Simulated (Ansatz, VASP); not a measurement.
## C in VASP and in Ansatz

```xyz
2
Lattice="0.0000 1.7835 1.7835 1.7835 0.0000 1.7835 1.7835 1.7835 0.0000" Properties=species:S:1:pos:R:3 pbc="T T T"
C     0.0000    0.0000    0.0000
C     0.9317    0.8917    0.8917
```

Alike in both runs: task single point; functional PBE; k mesh 2 × 2 × 2; no spin polarisation.

```csv
,VASP,Ansatz
version,VASP 6.6.1,Ansatz 0.2 development build
potentials or method,"VASP PAW PBE potentials, release 64 (C), cutoff 600 eV","all-electron full-potential LAPW, non-relativistic"
occupations,"gaussian, width 0.01 eV",fixed
```

Ansatz gave:

| Quantity | Value |
| --- | --- |
| gap on the k mesh at the Fermi level (eV) | 3.77 |
| rms of the force components (eV/Å) | 1.303 |

Estimate VASP's values.

gap on the k mesh at the Fermi level (eV): 3.75; rms of the force components (eV/Å): 1.307.

Atom by atom the forces differ by 0.004 eV/Å (rms over components). Ansatz ran all-electron here, and VASP with PAW potentials.

The k mesh is coarse, so the values compare programs but aren't converged.
